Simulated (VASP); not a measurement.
Write the native input for VASP 6.6.1 that does the following.

- Task: single point
- Functional: PBE
- Potentials or basis: VASP PAW PBE potentials, release 64 (Al, C)
- Cutoff: 520 eV
- k mesh: 10 × 10 × 8
- Occupations: gaussian, width 0.1 eV
- Spin: no spin polarisation
- Dipole correction: no
- Further INCAR settings: ALGO = Normal; EDIFF = 1e-06; NBANDS = 22

The structure of Al3C4 lies in POSCAR:

```
Al3C4
1.0
    4.0889974779      0.0000000000      0.0000000000
    0.0000000000      4.0889974779      0.0000000000
    0.0000000000      0.0000000000      4.9038085293
Al C
3 4
Direct
    0.0000000000      0.0000000000      0.2599071012
    0.0000000000      0.0000000000      0.7400928988
    0.5000000000      0.5000000000      0.0000000000
    0.3189945136      0.3189945136      0.5000000000
    0.6810054864      0.6810054864      0.5000000000
    0.6810054864      0.3189945136      0.5000000000
    0.3189945136      0.6810054864      0.5000000000
```

The cell was built from a structure type or drawn by symmetry, and may not be a known phase.

The input as run:

INCAR

```
SYSTEM = Al3C4
ALGO = Normal
EDIFF = 1E-6
ENCUT = 520
GGA = PE
ISIF = 2
ISMEAR = 0
LASPH = .TRUE.
LCHARG = .FALSE.
LREAL = .FALSE.
LWAVE = .FALSE.
NBANDS = 22
NELM = 80
PREC = Accurate
SIGMA = 0.1
```

KPOINTS

```
k-points
0
G
  10 10 8
  0 0 0
```

Potentials or basis: VASP PAW PBE potentials, release 64 (Al, C).

Command:

```console
$ cat potpaw_PBE.64/Al/POTCAR potpaw_PBE.64/C/POTCAR > POTCAR
$ mpirun -np 1 vasp_std > vasp.out
```

It gave:

The pressure is 0.2 GPa and the largest force is 0.089 eV/Å. The band gap on the k mesh is zero (an odd number of electrons rules out a gap without spin polarisation).

Wall time 59 s on 1 thread of AMD EPYC 9R45 96-Core Processor (Zen 5) (shared host), peak memory 0.24 GiB.
